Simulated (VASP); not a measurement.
Runs of VASP 6.6.1 on NaI. The structure is that of space group Fm-3m (No. 225), or close to it. The cells are those of the table. 

| level | cell | smearing | gap on the mesh (eV) | pressure (GPa) |
| --- | --- | --- | --- | --- |
| PBE | a = 4.614 Å, angles 60.0°, 2 atoms | fermi-dirac 0.02 eV | 3.58 | 0.0 |
| PBE | a = 4.567, b = 4.628, c = 4.628 Å, angles 59.1, 60.4, 60.4°, 2 atoms | fermi-dirac 0.02 eV | (b) | (a) |
| r2SCAN | a = 4.614 Å, angles 60.0°, 2 atoms | gaussian 0.01 eV | 4.37 | -0.5 |
| r2SCAN | a = 4.567, b = 4.628, c = 4.628 Å, angles 59.1, 60.4, 60.4°, 2 atoms | gaussian 0.01 eV | 4.36 | -0.5 |

Alike in all rows: task single point; potentials or basis VASP PAW PBE potentials, release 64 (Na_pv, I); no spin polarisation; k mesh 8 × 8 × 8; cutoff (eV) 520.

Question: Fill in the values left out.

Answer: (a) 0.1; (b) 3.57.

Caveats: spin-orbit coupling is left out, which moves the levels of the heavy elements; the PAW data sets were made with another functional, which shifts forces and pressure a little (some runs).

A k mesh can miss the band edges, and the runs leave out spin-orbit coupling on I.
